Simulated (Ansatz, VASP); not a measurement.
# One calculation of Al, two programs

Contents of INCAR:

```
PREC = Accurate ; ENCUT = 500
EDIFF = 1E-6 ; ISMEAR = 0
SIGMA = 0.15 ; LREAL = False
LASPH = True ; NELM = 120
ALGO = Normal ; ISIF = 2
LWAVE = False ; LCHARG = False
GGA = PS ; NBANDS = 22
GGA_COMPAT = False
```

File KPOINTS:

```
Automatic mesh
0
Gamma
  21 13 6
```

POSCAR

```
Al
1.0
   -1.6064390039      1.6064390039     -1.6064390039
   -3.2128780077     -3.2128780077      0.0000000000
   -6.1580161815      6.1580161815      6.6934958495
Al
8
Direct
    0.5729166667      0.5000000000      0.0625000000
   -0.7812500000      0.0000000000      0.9375000000
    0.6145833333      0.5000000000      0.3125000000
    0.0937500000      0.0000000000      0.1875000000
   -0.3437500000      0.5000000000      0.5625000000
    0.1354166667      0.0000000000      0.4375000000
   -0.3020833333      0.5000000000      0.8125000000
    0.1770833333      0.0000000000      0.6875000000
```

Input for Ansatz:

```yaml
crystal:
  lattice:
    - [-1.6064390039, 1.6064390039, -1.6064390039]
    - [-3.2128780077, -3.2128780077, 0.0]
    - [-6.1580161815, 6.1580161815, 6.6934958495]
  atoms:
    - { symbol: Al, position: [0.5729166667, 0.5, 0.0625] }
    - { symbol: Al, position: [-0.78125, 0.0, 0.9375] }
    - { symbol: Al, position: [0.6145833333, 0.5, 0.3125] }
    - { symbol: Al, position: [0.09375, 0.0, 0.1875] }
    - { symbol: Al, position: [-0.34375, 0.5, 0.5625] }
    - { symbol: Al, position: [0.1354166667, 0.0, 0.4375] }
    - { symbol: Al, position: [-0.3020833333, 0.5, 0.8125] }
    - { symbol: Al, position: [0.1770833333, 0.0, 0.6875] }
basis:
  ecutwfc: 420
kpoints:
  mp_grid: { grid: [21, 13, 6] }
hamiltonian:
  xc: pbesol
scf:
  occupations: { method: gaussian, width: 0.15 }
output:
  forces: true
  stress: true
  eigenvalues: true
```

Alike in both runs: task single point; functional PBEsol; k mesh 21 × 13 × 6; occupations gaussian, width 0.15 eV; no spin polarisation.

```csv
,VASP,Ansatz
version,VASP 6.6.1,Ansatz 0.2.0
potentials or method,"VASP PAW PBE potentials, release 64 (Al), cutoff 500 eV","scalar-relativistic, plane waves, PAW"
valence electrons in the cell,24,24
```

VASP gave:

| Property | Result |
| --- | --- |
| gap on the k mesh at the Fermi level (eV) | none |
| pressure (GPa) | 0.2 |
| traceless stress, the component that is largest in VASP (GPa) | 0.74 |
| rms of the force components (eV/Å) | 0.102 |

What did Ansatz give for the same quantities?

gap on the k mesh at the Fermi level (eV): none; pressure (GPa): 0.2; traceless stress, the component that is largest in VASP (GPa): 0.74; rms of the force components (eV/Å): 0.101.

VASP's potentials were made for PBE, not for PBEsol. Atom by atom the forces differ by 0.001 eV/Å (rms over components). A gap of «none» marks a metal or a gap that the smearing closes.
